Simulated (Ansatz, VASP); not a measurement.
# ZnS in VASP and in Ansatz

The input INCAR:

```
PREC = Accurate
ENCUT = 520
EDIFF = 1E-6
ISMEAR = 0
SIGMA = 0.05
LREAL = F
LASPH = T
NELM = 100
ALGO = Normal
ISIF = 2
LWAVE = F
LCHARG = F
GGA = PS
NBANDS = 16
```

KPOINTS

```
Automatic mesh
0
Gamma
  10 10 10
```

File POSCAR:

```
ZnS
1.0
   -1.1247983285      2.2495966570      2.2495966570
    2.2495966570     -1.1247983285      2.2495966570
    2.2495966570      2.2495966570     -1.1247983285
Zn S
1 1
Direct
    0.0000000000      0.0000000000      0.0000000000
    0.7500000000      0.7500000000      0.7500000000
```

Input for Ansatz:

```yaml
crystal:
  lattice:
    - [-1.1247983285, 2.249596657, 2.249596657]
    - [2.249596657, -1.1247983285, 2.249596657]
    - [2.249596657, 2.249596657, -1.1247983285]
  atoms:
    - { symbol: Zn, position: [0.0, 0.0, 0.0] }
    - { symbol: S, position: [0.75, 0.75, 0.75] }
basis:
  ecutwfc: 420
kpoints:
  mp_grid: { grid: [10, 10, 10] }
hamiltonian:
  xc: pbesol
scf:
  occupations: { method: gaussian, width: 0.05 }
output:
  forces: true
  stress: true
  eigenvalues: true
```

Alike in both runs: task single point; functional PBEsol; k mesh 10 × 10 × 10; occupations gaussian, width 0.05 eV; no spin polarisation.

|  | VASP | Ansatz |
| --- | --- | --- |
| version | VASP 6.6.1 | Ansatz 0.2.0 |
| potentials or method | VASP PAW PBE potentials, release 64 (Zn, S), cutoff 520 eV | scalar-relativistic, plane waves, PAW |
| valence electrons in the cell | 18 | 18 |

|  | VASP | Ansatz | Ansatz less VASP |
| --- | --- | --- | --- |
| gap on the k mesh at the Fermi level (eV) | 0.52 | 0.39 | -0.134 |
| least direct gap on the mesh (eV) | 0.87 | 0.73 | -0.137 |
| rms of the force components (eV/Å) | 27.476 | 25.688 | -1.7879 |

VASP's potentials were made for PBE, not for PBEsol. Atom by atom the forces differ by 1.788 eV/Å (rms over components).
